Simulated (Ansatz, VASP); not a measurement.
# One calculation of CoO, two programs

```
Co O
1.0
    -1.50800    1.50800    2.10725
     1.50800   -1.50800    2.10725
     1.50800    1.50800   -2.10725
Co O
1 1
Cartesian
  0.0000 0.0000 0.0000
  0.0000 0.0000 2.1073
```

Alike in both runs: task relaxation of cell and atoms; functional PBE; k mesh 12 × 12 × 12; occupations fermi-dirac, width 0.05 eV; collinear spin; Hubbard terms Co d U = 1.0 eV.

|  | VASP | Ansatz |
| --- | --- | --- |
| version | VASP 6.6.1 | Ansatz 0.2.0 |
| potentials or method | VASP PAW PBE potentials, release 64 (Co, O) | Ansatz PAW |
| plane-wave cutoff (eV) | 600 | 420 |
| valence electrons in the cell | 15 | 23 |

Ansatz gave:

| Item | Value |
| --- | --- |
| gap on the k mesh at the Fermi level, each at its own relaxed structure (eV) | none |
| net moment per atom (μB) | 1.50 |
| size of the moment on the site where the two differ most (μB) | 2.56 |
| relaxed volume (Å³/atom) | 9.92 |
| relaxed cell length with the largest relative difference (Å) | 3.051 |

Problem. Estimate VASP's values.

Solution. gap on the k mesh at the Fermi level, each at its own relaxed structure (eV): none; net moment per atom (μB): 1.49; size of the moment on the site where the two differ most (μB): 2.65; relaxed volume (Å³/atom): 9.69; relaxed cell length with the largest relative difference (Å): 2.983.

Site moments also hang on the region over which each program counts them. The programs project onto different local orbitals, so the same U acts differently, and such runs can settle in different states. A gap of «none» marks a metal or a gap that the smearing closes. VASP's potentials hold 15 valence electrons a cell and Ansatz's 23, so a difference there can come from the potentials and not from the codes.

Noted on Ansatz's run: the magnetic or orbital state may not be the lowest; the plane-wave basis is chosen anew once the cell has moved, so the energies of steps on either side of that aren't comparable.
